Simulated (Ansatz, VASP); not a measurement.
**Two plane-wave programs on SnO2**

```
Sn O
1.0
     1.61709    0.93363    4.80059
    -1.61709    0.93363    4.80059
     0.00000   -1.86726    4.80059
Sn O
1 2
Direct
  0.50000 0.50000 0.50000
  0.76283 0.76283 0.76283
  0.23717 0.23717 0.23717
```

Alike in both runs: task relaxation of cell and atoms; functional PBE; k mesh 10 × 10 × 10; occupations fermi-dirac, width 0.05 eV; no spin polarisation.

|  | VASP | Ansatz |
| --- | --- | --- |
| version | VASP 6.6.1 | Ansatz 0.2.0 |
| potentials or method | VASP PAW PBE potentials, release 64 (Sn_d, O) | Ansatz PAW |
| plane-wave cutoff (eV) | 600 | 420 |
| valence electrons in the cell | 26 | 26 |

```csv
,VASP,Ansatz,Ansatz less VASP
"gap on the k mesh at the Fermi level, each at its own relaxed structure (eV)",1.89,1.99,+0.101
relaxed volume (Å³/atom),14.49,14.72,+0.233
relaxed cell length with the largest relative difference (Å),5.134,5.219,+0.0854
```

Noted on Ansatz's run: the plane-wave basis is chosen anew once the cell has moved, so the energies of steps on either side of that aren't comparable.
